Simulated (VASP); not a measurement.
# GaAs (dx) (F-43m) in VASP: vibrations by perturbation theory with LDA

Aim: the vibrations by perturbation theory of GaAs (dx) with LDA.

Everything below comes from runs of VASP 6.6.1. Logs are shortened: lines on timing, memory, paths and dates and some standing lists are left out, and cuts for length are marked.

## 1. The cell of the first run

It takes space group F-43m (No. 216, cubic). Conventional cell: a = 5.750 Å, b = 5.750 Å, c = 5.750 Å, α = 90.00°, β = 90.00°, γ = 90.00°. Within 3.3 Å of Ga (site symmetry -43m) lie 4 As at 2.49 Å. As (site symmetry -43m) has 4 Ga at 2.49 Å within 3.3 Å.

## 2. Vibrations by perturbation theory, LDA

INCAR reads:

```
  PREC = Accurate
  ENCUT = 520
  EDIFF = 1E-8
  ISMEAR = -1
  SIGMA = 0.15
  LREAL = False
  LASPH = True
  NELM = 80
  ALGO = Normal
  ISIF = 2
  LWAVE = False
  LCHARG = False
  IBRION = 8
  NSW = 1
```

KPOINTS reads:

```
regular mesh
0
Gamma
  12 12 12
```

POSCAR reads:

```
GaAs
1.0
    0.0000000000      2.8750910500      2.8750910500
    2.8750910500      0.0000000000      2.8750910500
    2.8750910500      2.8750910500      0.0000000000
Ga As
1 1
Direct
    0.0000000000      0.0000000000      0.0000000000
    0.7500000000      0.7500000000      0.7500000000
```

Potentials or basis: VASP PAW LDA potentials, release 64 (Ga_d, As).

On the command line:

```
> cat potpaw_LDA.64/Ga_d/POTCAR potpaw_LDA.64/As/POTCAR > POTCAR
> mpirun -np 1 vasp_std > vasp.out
```

OUTCAR:

```text
PREC = Accurate
   ENCUT = 520
   EDIFF = 1E-8
   ISMEAR = -1
   LREAL = False
   LASPH = True
   NELM = 80
   ISIF = 2
   IBRION = 8
   NSW = 1

 ion  position               nearest neighbor table
   1  0.000  0.000  0.000-   2 2.49   2 2.49   2 2.49   2 2.49
   2  0.750  0.750  0.750-   1 2.49   1 2.49   1 2.49   1 2.49

  LATTYP: Found a face centered cubic cell.
 ALAT       =     5.7501821000

  Lattice vectors:

 A1 = (   0.0000000000,   2.8750910500,   2.8750910500)
 A2 = (   2.8750910500,   0.0000000000,   2.8750910500)
 A3 = (   2.8750910500,   2.8750910500,   0.0000000000)

Analysis of symmetry for initial positions (statically):
=====================================================================
 Subroutine PRICEL returns:
 Original cell was already a primitive cell.

 Routine SETGRP: Setting up the symmetry group for a
 face centered cubic supercell.

 Subroutine GETGRP returns: Found 24 space group operations
 (whereof 24 operations were pure point group operations)
 out of a pool of 48 trial point group operations.

The static configuration has the point symmetry T_d .

Analysis of symmetry for dynamics (positions and initial velocities):
=====================================================================
 Subroutine PRICEL returns:
 Original cell was already a primitive cell.

 Routine SETGRP: Setting up the symmetry group for a
 face centered cubic supercell.

 Subroutine GETGRP returns: Found 24 space group operations
 (whereof 24 operations were pure point group operations)
 out of a pool of 48 trial point group operations.

The dynamic configuration has the point symmetry T_d .

 Subroutine INISYM returns: Found 24 space group operations
 (whereof 24 operations are pure point group operations),
 and found     1 'primitive' translations

----------------------------------------------------------------------------------------

[... 542 lines left out ...]
  external PRESSURE =     -45.3799850 kB  Pullay stress =       0.0000000 kB

 VOLUME and BASIS-vectors are now :
 -----------------------------------------------------------------------------
  energy-cutoff  :      520.00
  volume of cell :       47.53
      direct lattice vectors                 reciprocal lattice vectors
     0.000000000  2.875091050  2.875091050    -0.173907536  0.173907536  0.173907536
     2.875091050  0.000000000  2.875091050     0.173907536 -0.173907536  0.173907536
     2.875091050  2.875091050  0.000000000     0.173907536  0.173907536 -0.173907536

 POSITION                                       TOTAL-FORCE (eV/Angst)
 -----------------------------------------------------------------------------------
      0.00000      0.00000      0.00000         0.000000      0.000000      0.000000
      4.31264      4.31264      4.31264        -0.000000     -0.000000     -0.000000
 -----------------------------------------------------------------------------------
    total drift:                               -0.000000     -0.000000     -0.000000

  FREE ENERGIE OF THE ION-ELECTRON SYSTEM (eV)
  ---------------------------------------------------
  free  energy   TOTEN  =        -9.5918192314 eV

  energy  without entropy=       -9.5888140125  energy(sigma->0) =       -9.59031662

[... ionic steps 2 to 3 ...]

--------------------------------------- Ionic step        4  -------------------------------------------

------------------------ aborting loop because EDIFF is reached ----------------------------------------

[... ionic steps 5 to 6 ...]

--------------------------------------- Ionic step        7  -------------------------------------------

 Free energy of the ion-electron system (eV)
  ---------------------------------------------------
  ---------------------------------------------------
  free energy    TOTEN  =        -0.04450922 eV

  energy without entropy =       -0.04450922

------------------------ aborting loop because EDIFF is reached ----------------------------------------

 INTERNAL STRAIN TENSOR  FOR ION    2  DIRECTION 1   (eV/Angst):
 -----------------------------------------------------------------------------
    -0.00125  0.00000  0.00000
     0.00000  0.00228  4.82104
     0.00000  4.82104  0.00228

 INTERNAL STRAIN TENSOR FOR ION    2 for displacements in x,y,z  (eV/Angst):
          X           Y           Z          XY          YZ          ZX
  --------------------------------------------------------------------------------
  x     0.00000     0.00000     0.00000     0.00000     4.82104     0.00000
  y     0.00000    -0.00000     0.00000     0.00000     0.00000     4.82104
  z     0.00000     0.00000     0.00000     4.82104     0.00000     0.00000

 SECOND DERIVATIVES (NOT SYMMETRIZED)
 ------------------------------------
               1X          1Y          1Z          2X          2Y          2Z
  1X    -7.886459    0.000000    0.000000    7.886459    0.000000    0.000000
  1Y     0.000000   -7.886459    0.000000    0.000000    7.886459    0.000000
  1Z     0.000000    0.000000   -7.886459    0.000000    0.000000    7.886459
  2X     7.925883    0.000000    0.000000   -7.925883    0.000000    0.000000
  2Y     0.000000    7.925883    0.000000    0.000000   -7.925883    0.000000
  2Z     0.000000    0.000000    7.925883    0.000000    0.000000   -7.925883

 Eigenvectors and eigenvalues of the dynamical matrix
 ----------------------------------------------------

   1 f  =    7.314316 THz    45.957202 2PiTHz  243.979315 cm-1    30.249566 meV
             X         Y         Z           dx          dy          dz
      0.000000  0.000000  0.000000    -0.718837    0.000000    0.000000
      4.312637  4.312637  4.312637     0.695179    0.000000    0.000000
[... 21 lines left out ...]
   6 f/i=    0.009113 THz     0.057259 2PiTHz    0.303977 cm-1     0.037688 meV
             X         Y         Z           dx          dy          dz
      0.000000  0.000000  0.000000     0.000000    0.614209    0.325608
      4.312637  4.312637  4.312637     0.000000    0.635112    0.336689

--------------------------------------------------------------------------------------------------------

 ELASTIC MODULI CONTR FROM IONIC RELAXATION (kBar)
 Direction    XX          YY          ZZ          XY          YZ          ZX
 --------------------------------------------------------------------------------
 XX          -0.0000     -0.0000     -0.0000     -0.0000     -0.0000     -0.0000
 YY          -0.0000     -0.0000     -0.0000     -0.0000     -0.0000      0.0000
 ZZ          -0.0000     -0.0000     -0.0000     -0.0000     -0.0000     -0.0000
 XY          -0.0000     -0.0000     -0.0000    -97.8653      0.0000      0.0000
 YZ          -0.0000     -0.0000     -0.0000      0.0000    -97.8653      0.0000
 ZX          -0.0000      0.0000     -0.0000      0.0000      0.0000    -97.8653
 --------------------------------------------------------------------------------
```

OSZICAR:

```text
N       E                     dE             d eps       ncg     rms          rms(c)
DAV:   1     0.799102258459E+02    0.79910E+02   -0.92179E+03  1888   0.185E+03
DAV:   2    -0.338637823913E+01   -0.83297E+02   -0.79988E+02  2057   0.327E+02
DAV:   3    -0.968259990049E+01   -0.62962E+01   -0.62571E+01  2342   0.751E+01
DAV:   4    -0.979760677532E+01   -0.11501E+00   -0.11496E+00  2146   0.113E+01
[... 39 lines left out ...]
RMM:   7    -0.445106261125E-01   -0.11703E-05   -0.12473E-07 14526   0.237E-03    0.322E-04
RMM:   8    -0.445094683715E-01    0.11577E-05   -0.13717E-08 13925   0.897E-04    0.426E-05
RMM:   9    -0.445092781076E-01    0.19026E-06   -0.12076E-09 14833   0.287E-04    0.193E-05
RMM:  10    -0.445092265160E-01    0.51592E-07   -0.24970E-10 14384   0.102E-04    0.562E-06
RMM:  11    -0.445092218014E-01    0.47146E-08    0.39465E-12 14232   0.385E-05    0.284E-06
 Linear response finished
```

It took 5 min on 1 thread of Intel Xeon Platinum 8488C (Sapphire Rapids), shared host; peak memory 0.48 GiB.

Results:

```yaml
Highest_phonon_frequency_at_Γ_LO-TO_splitting_left_out: 244 cm⁻¹
```

Phonon frequencies in cm⁻¹ (negative: imaginary):
```
              q point        frequencies
(0.000, 0.000, 0.000)  0 0 0 244 244 244
```

Caveat: the cell wasn't relaxed at this level first, which shifts response properties.
